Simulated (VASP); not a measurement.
Runs of VASP 6.6.1 on Zr3SnSe. The structure is that of space group Pm-3m (No. 221), or close to it. The cells are those of the table. The cell was generated, and may not be a known phase.

| task | cell | k mesh | cutoff (eV) | gap on the mesh (eV) | pressure (GPa) | relaxed volume (Å³/atom) |
| --- | --- | --- | --- | --- | --- | --- |
| relaxation of cell and atoms | relaxed from a = 4.982 Å, 5 atoms | 8 × 8 × 8 | 600 | none | 0.0 | 24.78 |
| single point | a = 4.982 Å, 5 atoms | 4 × 4 × 4 | 520 | none | 0.2 | - |
| relaxation of cell and atoms | relaxed from a = 4.838 Å, 5 atoms | 4 × 4 × 4 | 600 | none | -0.2 | 24.83 |
| single point | a = 4.838 Å, 5 atoms | 4 × 4 × 4 | 520 | none | (a) | - |
| single point | a = 4.982 Å, 5 atoms | 8 × 8 × 8 | 520 | none | (b) | - |

Alike in all rows: level PBE; potentials or basis VASP PAW PBE potentials, release 64 (Zr_sv, Sn_d, Se); no spin polarisation; smearing gaussian 0.1 eV.

Q: Estimate the missing entries.

A: (a) 10.1; (b) 0.1.

Caveats: spin-orbit coupling is left out, which moves the levels of the heavy elements; the cell stands under pressure (at least some runs).

A k mesh can miss the band edges, and the runs leave out spin-orbit coupling on Se, Sn, Zr.

A gap of «none» marks levels without a gap at the run's occupations.
